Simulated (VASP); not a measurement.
# Si16Ge (a cell with a defect) in VASP: further runs, part 3 of 3

VASP 6.6.1.

### 6 Single point, PBE

Contents of INCAR:

```
  PREC = Accurate
  ENCUT = 520
  EDIFF = 1E-7
  ISMEAR = -1
  SIGMA = 0.02
  LREAL = Auto
  LASPH = True
  NELM = 80
  ALGO = Normal
  ISIF = 2
  LWAVE = False
  LCHARG = False
  GGA = PE
  NBANDS = 53
```

Contents of KPOINTS:

```
Automatic mesh
0
Gamma
  2 2 2
```

Contents of POSCAR:

```
Si16Ge
1.0
    0.0000000000      5.4300000000      5.4300000000
    5.4300000000      0.0000000000      5.4300000000
    5.4300000000      5.4300000000      0.0000000000
Si Ge
16 1
Direct
   -0.0309116022      0.0097697974     -0.0189042357
    0.0413167587      0.1800828729      0.1343001842
    0.0277716390     -0.0325598527      0.4891344383
    0.1066850829      0.1468139963      0.6225598527
   -0.0448710866      0.5404327808     -0.0075046041
    0.1652486188      0.6022651934      0.0944935543
   -0.0205985267      0.5248342541      0.4676519337
    0.1503499079      0.6003130755      0.6169429098
    0.4041528545      0.0463812155     -0.0107458564
    0.5947697974      0.0381031308      0.1902946593
    0.4601473297     -0.0079189687      0.6041620626
    0.6283425414      0.1378821363      0.6180662983
    0.4919705341      0.4261694291      0.0765009208
    0.5644198895      0.6567587477      0.1568139963
    0.5157642726      0.5504788214      0.4924861878
    0.6277624309      0.6732136280      0.7201933702
    0.6920718232      0.2834346225      0.7663443831
```

Potentials or basis: VASP PAW PBE potentials, release 64 (Si, Ge_d).

On the command line:

```sh
> cat potpaw_PBE.64/Si/POTCAR potpaw_PBE.64/Ge_d/POTCAR > POTCAR
> mpirun -np 1 vasp_std > vasp.out
```

OUTCAR:

```text
PREC = Accurate
   ENCUT = 520
   EDIFF = 1E-7
   ISMEAR = -1
   LREAL = Auto
   LASPH = True
   NELM = 80
   ISIF = 2
   GGA = PE

 ion  position               nearest neighbor table
   1  0.969  0.010  0.981-   4 2.26  10 2.45   2 2.51   6 2.59  17 2.69
   2  0.041  0.180  0.134-   5 2.27   9 2.29   3 2.35   1 2.51
   3  0.028  0.967  0.489-   8 2.30   2 2.35   4 2.49  12 2.52
   4  0.107  0.147  0.623-   1 2.26  11 2.31   7 2.38   3 2.49  17 2.60
   5  0.955  0.540  0.992-   2 2.27   8 2.41   6 2.42  14 2.46
   6  0.165  0.602  0.094-  13 2.14   7 2.38   5 2.42   1 2.59
   7  0.979  0.525  0.468-   6 2.38   4 2.38  16 2.50   8 2.51  17 2.89
   8  0.150  0.600  0.617-   3 2.30  15 2.35   5 2.41   7 2.51
   9  0.404  0.046  0.989-   2 2.29  12 2.43  14 2.48  10 2.57  17 2.87  11 2.98
  10  0.595  0.038  0.190-   1 2.45  13 2.45   9 2.57  11 2.69  17 2.75
  11  0.460  0.992  0.604-  16 2.06  12 2.15   4 2.31  10 2.69   9 2.98
  12  0.628  0.138  0.618-  11 2.15  17 2.27   9 2.43   3 2.52  15 2.60
  13  0.492  0.426  0.077-   6 2.14  10 2.45  16 2.47  14 2.50  17 2.55
  14  0.564  0.657  0.157-  15 2.17   5 2.46   9 2.48  13 2.50  16 3.08
[... 210 lines left out ...]
      1     -18.2547      2.00000
      2     -18.2356      2.00000
      3     -18.2253      2.00000
      4     -18.2218      2.00000
      5     -18.2086      2.00000
      6      -6.3380      2.00000
[... 421 lines left out ...]
     50      10.2686      0.00000
     51      10.3687      0.00000
 [bands above 51 left out]

------------------------ aborting loop because EDIFF is reached ----------------------------------------

  FORCE on cell =-STRESS in cart. coord.  units (eV):
  Direction    XX          YY          ZZ          XY          YZ          ZX
  --------------------------------------------------------------------------------------
  -------------------------------------------------------------------------------------
  Total        9.7404728     12.3984587      6.2373408     -0.7674637     -0.7269640     -1.2340696
  in kB       48.7372630     62.0367159     31.2090517     -3.8400681     -3.6374247     -6.1747696
  external PRESSURE =      47.3276769 kB  Pullay stress =       0.0000000 kB

 VOLUME and BASIS-vectors are now :
 -----------------------------------------------------------------------------
  energy-cutoff  :      520.00
  volume of cell :      320.21
      direct lattice vectors                 reciprocal lattice vectors
     0.000000000  5.430000000  5.430000000    -0.092081031  0.092081031  0.092081031
     5.430000000  0.000000000  5.430000000     0.092081031 -0.092081031  0.092081031
     5.430000000  5.430000000  0.000000000     0.092081031  0.092081031 -0.092081031

 POSITION                                       TOTAL-FORCE (eV/Angst)
 -----------------------------------------------------------------------------------
      5.38040     10.58950      5.31520         0.612873      1.979583     -0.865749
      1.70710      0.95360      1.20220        -0.985871     -0.046636     -1.235220
      7.90920      2.80680      5.40400         1.536351     -0.610294      0.406098
      4.17770      3.95980      1.37650        -0.944005     -0.816091      0.142718
      8.32380     10.57560      8.12090         0.304510     -0.291812      0.597317
      3.78340      1.41040      4.16760         2.296987     -3.073542     -1.164297
[... 9 lines left out ...]
      7.56620      7.31940      7.06430        -2.764755      2.491977     -1.390115
      5.70030      7.91920      5.29700         1.206240      0.613354      0.322738
 -----------------------------------------------------------------------------------
    total drift:                               -0.005613     -0.004086     -0.002405

  FREE ENERGIE OF THE ION-ELECTRON SYSTEM (eV)
  ---------------------------------------------------
  free  energy   TOTEN  =       -82.7668228761 eV

  energy  without entropy=      -82.7634404454  energy(sigma->0) =      -82.76513166
```

OSZICAR:

```text
N       E                     dE             d eps       ncg     rms          rms(c)
DAV:   1     0.388321140391E+03    0.38832E+03   -0.30035E+04  1092   0.160E+03
DAV:   2    -0.213950233647E+02   -0.40972E+03   -0.38209E+03   928   0.404E+02
DAV:   3    -0.810670562783E+02   -0.59672E+02   -0.56723E+02  1050   0.101E+02
DAV:   4    -0.842508048183E+02   -0.31837E+01   -0.31517E+01  1064   0.272E+01
DAV:   5    -0.843576968891E+02   -0.10689E+00   -0.10666E+00  1080   0.480E+00    0.137E+01
DAV:   6    -0.831444664813E+02    0.12132E+01   -0.11328E+00  1008   0.399E+00    0.807E+00
DAV:   7    -0.827673733164E+02    0.37709E+00   -0.15355E+00  1048   0.376E+00    0.124E+00
DAV:   8    -0.827665213501E+02    0.85197E-03   -0.14158E-01  1000   0.160E+00    0.732E-01
DAV:   9    -0.827663357855E+02    0.18556E-03   -0.14097E-02  1080   0.446E-01    0.294E-01
DAV:  10    -0.827666307418E+02   -0.29496E-03   -0.16741E-03  1008   0.152E-01    0.114E-01
DAV:  11    -0.827668086119E+02   -0.17787E-03   -0.30406E-04  1000   0.685E-02    0.343E-02
DAV:  12    -0.827668188674E+02   -0.10256E-04   -0.38012E-05  1024   0.273E-02    0.191E-02
DAV:  13    -0.827668228701E+02   -0.40026E-05   -0.11136E-05   960   0.117E-02    0.350E-03
DAV:  14    -0.827668227611E+02    0.10899E-06   -0.54817E-07  1080   0.355E-03    0.169E-03
DAV:  15    -0.827668228770E+02   -0.11590E-06   -0.15559E-07   640   0.158E-03    0.456E-04
DAV:  16    -0.827668228761E+02    0.89403E-09   -0.31155E-08   544   0.786E-04
   1 F= -.82766823E+02 E0= -.82765132E+02  d E =-.338243E-02
```

stdout:

```text
POSCAR found type information on POSCAR SiGe
 POSCAR found :  2 types and      17 ions
 scaLAPACK will be used
 LDA part: xc-table for (Slater+PW92), standard interpolation
 POSCAR, INCAR and KPOINTS ok, starting setup
 FFT: planning ... GRIDC
 FFT: planning ... GRID_SOFT
 FFT: planning ... GRID
 WAVECAR not read
 entering main loop
```

Run time: 3.1 min. Hardware: 1 thread of AMD EPYC 9R45 (Zen 5), shared host; peak memory 0.46 GiB.

What came out:

```yaml
Free_energy: -82.7668 eV
Pressure: 4.7 GPa
Largest_force: 4.027 eV/Å
Band_gap_on_the_k_mesh: zero (bands 39 and 40 overlap by 0.38 eV)
```

Forces on the atoms (eV/Å):
```
Si   0.613  1.980 -0.866
Si  -0.986 -0.047 -1.235
Si   1.536 -0.610  0.406
Si  -0.944 -0.816  0.143
Si   0.305 -0.292  0.597
Si   2.297 -3.074 -1.164
Si   0.725  1.072  0.602
Si  -0.097 -0.403 -0.654
Si  -0.898  1.681  0.195
Si   0.408  0.088 -0.106
Si   0.205 -3.993  0.475
Si  -0.778  0.035  1.124
Si  -0.298  1.816  1.275
Si  -1.962 -1.757  1.446
Si   1.431  1.216 -1.170
Si  -2.765  2.492 -1.390
Ge   1.206  0.613  0.323
```

Caveat: the k points lie up to 0.50 Å⁻¹ apart; the atoms stand as in a frame of molecular dynamics.

### 7 Single point, PBE

Contents of INCAR:

```
SYSTEM = Si16Ge
PREC     = Accurate       ! precision mode
ENCUT    = 520            ! plane-wave cutoff, eV
EDIFF    = 1E-6           ! SCF threshold, eV
ISMEAR   = -1             ! smearing method
SIGMA    = 0.02           ! smearing width, eV
LREAL    = Auto         
LASPH    = .TRUE.         ! aspherical terms in the spheres
NELM     = 60             ! most SCF steps
ALGO     = Normal         ! electronic algorithm
ISIF     = 2              ! what is computed and relaxed
LWAVE    = .FALSE.        ! write WAVECAR
LCHARG   = .TRUE.         ! write CHGCAR
GGA      = PE             ! functional
LELF     = .TRUE.         ! ELF
LVHAR    = .TRUE.       
NBANDS   = 53             ! bands
```

Contents of KPOINTS:

```
regular mesh
0
G
  2 2 2
  0 0 0
```

Contents of POSCAR:

```
Si16Ge
1.0
    0.0000000000      5.4300000000      5.4300000000
    5.4300000000      0.0000000000      5.4300000000
    5.4300000000      5.4300000000      0.0000000000
Si Ge
16 1
Direct
   -0.0368508287     -0.0104051565      0.0044014733
    0.1035635359      0.1350920810      0.1391436464
    0.0404788214     -0.0481583794      0.4862983425
    0.0937661142      0.1401197053      0.6468784530
   -0.0245488029      0.5320994475      0.0095580110
    0.1648710866      0.5766942910      0.1273020258
   -0.0335174954      0.5338305709      0.4902946593
    0.1709944751      0.5988581952      0.5911602210
    0.4634162063      0.0131215470     -0.0191620626
    0.6041988950      0.0030755064      0.1918232044
    0.4730018416     -0.0037569061      0.5581583794
    0.6653130755      0.1006353591      0.6039134438
    0.5001657459      0.3913996317      0.0837569061
    0.5892909761      0.6521454880      0.1228268877
    0.5169244936      0.5836464088      0.4914548803
    0.6148895028      0.6550000000      0.7361970534
    0.7066574586      0.3034898711      0.7415561694
```

On the command line:

```sh
> cat potpaw_PBE.64/Si/POTCAR potpaw_PBE.64/Ge_d/POTCAR > POTCAR
> mpirun -np 1 vasp_std > vasp.out
```

Run time: 2.8 min. Hardware: 1 thread of AMD EPYC 9R45 (Zen 5), shared host; peak memory 0.46 GiB.

Results (log left out):

```yaml
Free_energy: -83.1541 eV
Pressure: 4.3 GPa
Largest_force: 3.191 eV/Å
Band_gap_on_the_k_mesh: zero (bands 39 and 40 overlap by 0.45 eV)
```

Forces in eV/Å, atoms in the order of the input:
```
Si   0.342  2.635 -0.031
Si  -0.257 -2.643  0.036
Si   2.221  0.212  0.609
Si  -1.621 -0.332  0.662
Si  -1.992 -0.693 -0.618
Si   2.195 -2.314 -0.099
Si  -0.345  1.001  0.416
Si   0.764  1.423 -1.681
Si  -0.594 -0.416  0.552
Si   0.681  0.891  0.066
Si  -0.451 -2.005  0.031
Si   0.385  0.227  0.176
Si   0.176  1.752  1.111
Si  -1.568  1.036 -0.593
Si  -0.174 -0.666  0.260
Si   0.221  0.451  0.293
Ge   0.016 -0.559 -1.190
```

Stress tensor (GPa, compression positive):
```
 3.70 -1.17 -0.56
-1.17  5.70  0.33
-0.56  0.33  3.64
```

Levels at points of the mesh, in eV from the Fermi level:
```tsv
k point	band 35	band 36	band 37	band 38	band 39	band 40	band 41	band 42	band 43	band 44
(0.00, 0.00, 0.00)	-0.93	-0.71	-0.51	-0.43	-0.23	-0.13	0.16	0.39	0.59	0.75
(0.50, 0.00, 0.00)	-1.50	-0.75	-0.69	-0.48	-0.26	0.20	0.75	1.11	1.31	1.39
(0.00, 0.50, 0.00)	-1.26	-0.94	-0.90	-0.52	-0.35	0.36	0.56	0.65	0.81	1.27
(0.00, 0.00, 0.50)	-1.36	-0.86	-0.49	-0.33	-0.08	0.03	0.50	0.85	1.24	1.37
(0.50, 0.50, 0.50)	-1.20	-0.97	-0.78	-0.58	-0.16	0.17	0.42	1.04	1.21	1.39
(0.50, 0.50, 0.00)	-1.39	-1.15	-0.85	-0.69	-0.38	0.77	0.88	1.31	1.42	1.63
(0.00, 0.50, 0.50)	-1.48	-1.47	-0.90	-0.85	0.32	0.49	1.12	1.32	1.44	1.79
(0.50, 0.00, 0.50)	-1.48	-1.06	-1.00	-0.76	-0.03	0.60	0.81	1.15	1.44	1.50
```

Caveat: the k points lie up to 0.50 Å⁻¹ apart; the atoms stand as in a frame of molecular dynamics.

### 8 Summary

```csv
cell,gap on the mesh (eV),pressure (GPa),largest force (eV/Å)
"as given, atomic positions A",none,5.5,2.70
"as given, atomic positions B",none,7.2,3.75
"as given, atomic positions C",none,5.6,3.42
"as given, atomic positions D",none,7.3,7.23
"as given, atomic positions E",none,4.7,4.03
"as given, atomic positions F",none,4.3,3.19
```

Alike in all rows: task single point; level PBE; potentials or basis VASP PAW PBE potentials, release 64 (Si, Ge_d); no spin polarisation; k mesh 2 × 2 × 2; cutoff (eV) 520; smearing fermi-dirac 0.02 eV.

Caveats: all runs use coarse meshes; the atoms stand as in a frame of molecular dynamics (at least some runs).

Absolute energies hang on the potentials; compare differences alone.
